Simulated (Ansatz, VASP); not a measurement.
**Two plane-wave programs on Ni2Pt**

INCAR

```
SYSTEM = Ni2Pt
ALGO = Fast ; EDIFF = 1E-7
ENCUT = 520 ; GGA = PE
ISIF = 2 ; ISMEAR = 0
ISPIN = 2 ; LASPH = .TRUE.
LCHARG = .FALSE. ; LMAXMIX = 4
LORBIT = 11 ; LREAL = .FALSE.
LWAVE = .FALSE. ; MAGMOM = 2 2 0
NBANDS = 26 ; NELM = 150
PREC = Accurate ; SIGMA = 0.1
```

KPOINTS

```
k-points
0
G
  6 6 4
  0 0 0
```

POSCAR

```
Ni2Pt
1.0
    2.5744785100      0.0000000000      0.0000000000
   -1.2872392500      2.2295637900      0.0000000000
    0.0000000000      0.0000000000      6.3061587000
Ni Pt
2 1
Direct
    0.6666666700      0.3333333300      0.8333333300
    0.3333333300      0.6666666700      0.1666666700
    0.0000000000      0.0000000000      0.5000000000
```

Input for Ansatz:

```yaml
crystal:
  lattice:
    - [2.57447851, 0.0, 0.0]
    - [-1.28723925, 2.22956379, 0.0]
    - [0.0, 0.0, 6.3061587]
  atoms:
    - { symbol: Ni, position: [0.66666667, 0.33333333, 0.83333333], spin: 2.0 }
    - { symbol: Ni, position: [0.33333333, 0.66666667, 0.16666667], spin: 2.0 }
    - { symbol: Pt, position: [0.0, 0.0, 0.5] }
basis:
  ecutwfc: 420
kpoints:
  mp_grid: { grid: [6, 6, 4] }
hamiltonian:
  xc: pbe
scf:
  occupations: { method: gaussian, width: 0.1 }
  lower_state_search: "off"
output:
  forces: true
  stress: true
  eigenvalues: true
  populations: true
magnetization:
  spin_polarized: true
```

Alike in both runs: task single point; functional PBE; k mesh 6 × 6 × 4; occupations gaussian, width 0.1 eV; collinear spin.

|  | VASP | Ansatz |
| --- | --- | --- |
| version | VASP 6.6.1 | Ansatz 0.2.0 |
| potentials or method | VASP PAW PBE potentials, release 64 (Ni, Pt), cutoff 520 eV | scalar-relativistic, plane waves, PAW |
| valence electrons in the cell | 30 | 54 |

```csv
,VASP,Ansatz,Ansatz less VASP
gap on the k mesh at the Fermi level (eV),none,none,-
pressure (GPa),18.0,18.3,+0.30
"traceless stress, the component that is largest in VASP (GPa)",-9.72,-9.79,-0.069
rms of the force components (eV/Å),0.593,0.604,+0.0114
net moment per atom (μB),0.56,0.56,+0.007
size of the moment on the site where the two differ most (μB),0.74,0.78,+0.034
```

Site moments also hang on the region over which each program counts them. Atom by atom the forces differ by 0.011 eV/Å (rms over components). A gap of «none» marks a metal or a gap that the smearing closes. VASP's potentials hold 30 valence electrons a cell and Ansatz's 54, so a difference there can come from the potentials and not from the codes.

The k mesh is coarse, so the values compare programs but aren't converged. Neither program's run includes spin-orbit coupling.
